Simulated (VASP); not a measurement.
Runs of VASP 6.6.1 on Pt. The structure is that of space group Im-3m (No. 229), or close to it. The cells are those of the table. 

```tsv
cell	gap on the mesh (eV)	pressure (GPa)
a = 2.815 Å, angles 109.5°, 1 atom	none	-24.5
a = 2.669 Å, angles 109.5°, 1 atom	none	(b)
a = 2.780 Å, angles 109.5°, 1 atom	none	-18.8
a = 2.707 Å, angles 109.5°, 1 atom	none	(a)
a = 2.744 Å, angles 109.5°, 1 atom	none	-11.5
```

Alike in all rows: task single point; level PBEsol; potentials or basis VASP PAW PBE potentials, release 64 (Pt); no spin polarisation; k mesh 13 × 13 × 13; cutoff (eV) 520; smearing methfessel-paxton 0.01 eV.

Estimate the missing entries.

(a) -1.6; (b) 11.4.

Caveats: the PAW data sets were made with another functional, which shifts forces and pressure a little; spin-orbit coupling is left out, which moves the levels of the heavy elements.

A k mesh can miss the band edges, and the runs leave out spin-orbit coupling on Pt.

A gap of «none» marks levels without a gap at the run's occupations.
